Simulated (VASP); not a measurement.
Wanted: the native input for a VASP 6.6.1 run.

```
Task                   : single point
Functional             : LDA
Potentials or basis    : VASP PAW LDA potentials, release 64 (Ir)
Cutoff                 : 520 eV
k mesh                 : 10 × 10 × 13
Occupations            : fermi-dirac, width 0.1 eV
Spin                   : no spin polarisation
Dipole correction      : no
Further INCAR settings : ALGO = Normal; EDIFF = 1e-06; NBANDS = 20
```

The structure of Ir lies in POSCAR:

```
Ir
1.0
    4.1947762757      0.0000000000      0.0000000000
   -2.0973881378      3.6327828179      0.0000000000
    0.0000000000      0.0000000000      2.5854419486
Ir
3
Direct
    1.0000000000      0.0000000000      0.0000000000
    0.3333333333      0.6666666667      0.5000000000
    0.6666666667      0.3333333333      0.5000000000
```

This isn't the form of Ir at room conditions, which is fcc.

These files were run (other wordings do the same):

INCAR

```
  ALGO = Normal
  EDIFF = 1E-6
  ENCUT = 520
  ISIF = 2
  ISMEAR = -1
  LASPH = T
  LCHARG = T
  LELF = T
  LREAL = F
  LVHAR = T
  LWAVE = F
  NBANDS = 20
  NELM = 80
  PREC = Accurate
  SIGMA = 0.1
```

KPOINTS

```
k-points
0
Gamma
  10 10 13
```

Potentials or basis: VASP PAW LDA potentials, release 64 (Ir).

Run with:

```console
$ cat potpaw_LDA.64/Ir/POTCAR > POTCAR
$ mpirun -np 1 vasp_std > vasp.out
```

It gave:

```json
{"Pressure": "41.7 GPa", "Band gap on the k mesh": "zero (an odd number of electrons rules out a gap without spin polarisation)"}
```

Caveat: the stress differs along the axes, from 38 to 43 GPa; spin-orbit coupling is left out, which moves the levels of the heavy elements.

It took 98 s on 1 thread of Intel Xeon 8259CL (shared host), peak memory 0.19 GiB.
